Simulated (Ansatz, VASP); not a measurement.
## One calculation of BaNa2MnP2O8, two programs

POSCAR

```
BaNa2MnP2O8
1.0
    5.4099033088      0.0000000000      0.0000000000
   -2.7049516544      4.6851136975      0.0000000000
    0.0000000000      0.0000000000      7.0308243168
Na Ba Mn P O
2 1 1 2 8
Direct
    0.3333333333      0.6666666667      0.1821852436
    0.6666666667      0.3333333333      0.8178147564
    0.0000000000      0.0000000000      0.5000000000
    0.0000000000      0.0000000000      0.0000000000
    0.3333333333      0.6666666667      0.7323290723
    0.6666666667      0.3333333333      0.2676709277
    0.3333333333      0.6666666667      0.5153050611
    0.6666666667      0.3333333333      0.4846949389
    0.8207863010      0.6415726020      0.1889473116
    0.8207863010      0.1792136990      0.1889473116
    0.3584273980      0.1792136990      0.1889473116
    0.1792136990      0.3584273980      0.8110526884
    0.1792136990      0.8207863010      0.8110526884
    0.6415726020      0.8207863010      0.8110526884
```

The input INCAR.step1:

```
SYSTEM = BaNa2MnP2O8
  PREC = Accurate
  ENCUT = 660
  ISMEAR = 0
  SIGMA = 0.05
  LREAL = .FALSE.
  LASPH = .TRUE.
  NELM = 120
  NBANDS = 60
  GGA = PE
  ALGO = Normal
  EDIFF = 1E-5
  LWAVE = .TRUE.
  LCHARG = .FALSE.
  GGA_COMPAT = .FALSE.
```

File INCAR.step2:

```
SYSTEM = BaNa2MnP2O8
  PREC = Accurate
  ENCUT = 660
  EDIFF = 1E-6
  ISMEAR = 0
  SIGMA = 0.05
  LREAL = .FALSE.
  LASPH = .TRUE.
  NELM = 120
  ALGO = Normal
  ISIF = 2
  LWAVE = .FALSE.
  LCHARG = .TRUE.
  METAGGA = R2SCAN
  LMIXTAU = .TRUE.
  LELF = .TRUE.
  LVHAR = .TRUE.
  NBANDS = 60
  ISTART = 1
  GGA_COMPAT = .FALSE.
```

File KPOINTS:

```
regular mesh
0
G
  4 4 4
  0 0 0
```

Input for Ansatz:

```yaml
crystal:
  lattice:
    - [5.4099033088, 0.0, 0.0]
    - [-2.7049516544, 4.6851136975, 0.0]
    - [0.0, 0.0, 7.0308243168]
  atoms:
    - { symbol: Na, position: [0.3333333333, 0.6666666667, 0.1821852436] }
    - { symbol: Na, position: [0.6666666667, 0.3333333333, 0.8178147564] }
    - { symbol: Ba, position: [0.0, 0.0, 0.5] }
    - { symbol: Mn, position: [0.0, 0.0, 0.0] }
    - { symbol: P, position: [0.3333333333, 0.6666666667, 0.7323290723] }
    - { symbol: P, position: [0.6666666667, 0.3333333333, 0.2676709277] }
    - { symbol: O, position: [0.3333333333, 0.6666666667, 0.5153050611] }
    - { symbol: O, position: [0.6666666667, 0.3333333333, 0.4846949389] }
    - { symbol: O, position: [0.820786301, 0.641572602, 0.1889473116] }
    - { symbol: O, position: [0.820786301, 0.179213699, 0.1889473116] }
    - { symbol: O, position: [0.358427398, 0.179213699, 0.1889473116] }
    - { symbol: O, position: [0.179213699, 0.358427398, 0.8110526884] }
    - { symbol: O, position: [0.179213699, 0.820786301, 0.8110526884] }
    - { symbol: O, position: [0.641572602, 0.820786301, 0.8110526884] }
basis:
  ecutwfc: 500
  ecutrho_ratio: 4
kpoints:
  mp_grid: { grid: [4, 4, 4] }
hamiltonian:
  xc: r2scan
scf:
  occupations: { method: gaussian, width: 0.05 }
output:
  forces: true
  stress: true
  eigenvalues: true
```

Alike in both runs: task single point; functional r2SCAN; k mesh 4 × 4 × 4; occupations gaussian, width 0.05 eV; no spin polarisation.

|  | VASP | Ansatz |
| --- | --- | --- |
| version | VASP 6.6.1 | Ansatz 0.2.0 |
| potentials or method | VASP PAW PBE potentials, release 64 (Na_pv, Ba_sv, Mn_pv, P, O), cutoff 660 eV | scalar-relativistic, plane waves, PAW |
| valence electrons in the cell | 95 | 101 |

```csv
,VASP,Ansatz,Ansatz less VASP
gap on the k mesh at the Fermi level (eV),none,none,-
pressure (GPa),-5.5,-4.9,+0.54
"traceless stress, the component that is largest in VASP (GPa)",-0.90,-1.14,-0.237
rms of the force components (eV/Å),0.256,0.301,+0.0447
```

VASP's potentials were made for PBE, not for r2SCAN. Atom by atom the forces differ by 0.074 eV/Å (rms over components). A gap of «none» marks a metal or a gap that the smearing closes. VASP's potentials hold 95 valence electrons a cell and Ansatz's 101, so a difference there can come from the potentials and not from the codes.

Spin-orbit coupling is off throughout.
